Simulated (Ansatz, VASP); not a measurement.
## BP: VASP beside Ansatz

```xyz
2
Lattice="0.0000 2.3137 2.2498 2.3137 0.0000 2.2498 2.3137 2.3137 0.0000" Properties=species:S:1:pos:R:3 pbc="T T T"
B     0.0000    0.0000    0.0000
P     1.1568    1.1568    1.1249
```

Change from the starting cell: epitaxial_xy strain +2.0%.

Alike in both runs: task single point; functional HSE06; k mesh 6 × 6 × 6; no spin polarisation.

|  | VASP | Ansatz |
| --- | --- | --- |
| version | VASP 6.6.1 | Ansatz 0.2.0 |
| potentials or method | VASP PAW PBE potentials, release 64 (B, P) | plane waves, PAW |
| plane-wave cutoff (eV) | 520 | 420 |
| occupations | gaussian, width 0.01 eV | fixed |
| valence electrons in the cell | 8 | 8 |

|  | VASP | Ansatz | Ansatz less VASP |
| --- | --- | --- | --- |
| gap on the k mesh at the Fermi level (eV) | 1.72 | 1.73 | +0.005 |
| pressure (GPa) | -6.9 | -6.4 | +0.51 |
| traceless stress, the component that is largest in VASP (GPa) | 4.99 | 4.98 | -0.016 |

Ansatz's warnings: stress exchange threshold loose, stress scf threshold loose.
